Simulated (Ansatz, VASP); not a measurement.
# CdF2 in VASP and in Ansatz

File INCAR:

```
SYSTEM = CdF2
ALGO = Normal ; EDIFF = 1E-6
ENCUT = 700 ; GGA = PE
GGA_COMPAT = .FALSE. ; ISIF = 2
ISMEAR = 0 ; IVDW = 12
LASPH = .TRUE. ; LCHARG = .TRUE.
LELF = .TRUE. ; LREAL = .FALSE.
LVHAR = .TRUE. ; LWAVE = .FALSE.
NBANDS = 24 ; NELM = 120
PREC = Accurate ; SIGMA = 0.02
```

File KPOINTS:

```
k-points
0
G
  8 8 8
  0 0 0
```

File POSCAR:

```
CdF2
1.0
    0.0000000000      2.6086797945      2.6086797945
    2.6086797945      0.0000000000      2.6086797945
    2.6086797945      2.6086797945      0.0000000000
Cd F
1 2
Direct
    0.0000000000      0.0000000000      0.0000000000
    0.2500000000      0.2500000000      0.2500000000
    0.7500000000      0.7500000000      0.7500000000
```

Input for Ansatz:

```yaml
crystal:
  lattice:
    - [0.0, 2.6086797945, 2.6086797945]
    - [2.6086797945, 0.0, 2.6086797945]
    - [2.6086797945, 2.6086797945, 0.0]
  atoms:
    - { symbol: Cd, position: [0.0, 0.0, 0.0] }
    - { symbol: F, position: [0.25, 0.25, 0.25] }
    - { symbol: F, position: [0.75, 0.75, 0.75] }
basis:
  ecutwfc: 420
kpoints:
  mp_grid: { grid: [8, 8, 8] }
hamiltonian:
  xc: pbe
  dispersion: d3bj
scf:
  occupations: { method: gaussian, width: 0.02 }
output:
  forces: true
  stress: true
  eigenvalues: true
```

Alike in both runs: task single point; functional PBE; dispersion D3(BJ); k mesh 8 × 8 × 8; occupations gaussian, width 0.02 eV; no spin polarisation.

|  | VASP | Ansatz |
| --- | --- | --- |
| version | VASP 6.6.1 | Ansatz 0.2.0 |
| potentials or method | VASP PAW PBE potentials, release 64 (Cd_sv_GW, F), cutoff 700 eV | scalar-relativistic, plane waves, PAW |
| valence electrons in the cell | 34 | 34 |

VASP gave:

```
gap on the k mesh at the Fermi level (eV) : 3.44
least direct gap on the mesh (eV)         : 3.80
pressure (GPa)                            : 16.8
```

Question: What did Ansatz give for the same quantities?

Answer: gap on the k mesh at the Fermi level (eV): 3.45; least direct gap on the mesh (eV): 3.81; pressure (GPa): 17.2.
